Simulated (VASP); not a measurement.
Runs of VASP 6.6.1 on Pt. The structure is that of space group I4_1/amd (No. 141), or close to it. The cells are those of the table. 

```tsv
level	cell	smearing	gap on the mesh (eV)	pressure (GPa)
PBE	a = 3.349 Å, angles 97.3, 97.3, 138.3°, 2 atoms	fermi-dirac 0.05 eV	none	216.4
PBE	a = 3.212 Å, angles 97.3, 97.3, 138.3°, 2 atoms	fermi-dirac 0.05 eV	none	(a)
PBE	a = 3.475 Å, angles 97.3, 97.3, 138.3°, 2 atoms	fermi-dirac 0.05 eV	none	115.8
RPBE	a = 3.212 Å, angles 97.3, 97.3, 138.3°, 2 atoms	gaussian 0.025 eV	none	395.6
```

Alike in all rows: task single point; potentials or basis VASP PAW PBE potentials, release 64 (Pt); no spin polarisation; k mesh 16 × 16 × 16; cutoff (eV) 520.

Question: Fill in the values left out.

Answer: (a) 389.9.

Caveats: spin-orbit coupling is left out, which moves the levels of the heavy elements; the cell stands under pressure (at least some runs); the stress differs along the axes, from 388 to 393 GPa (at least some runs); the stress differs along the axes, from 394 to 399 GPa (at least some runs); the PAW data sets were made with another functional, which shifts forces and pressure a little (at least some runs).

A k mesh can miss the band edges, and the runs leave out spin-orbit coupling on Pt.

A gap of «none» marks levels without a gap at the run's occupations.
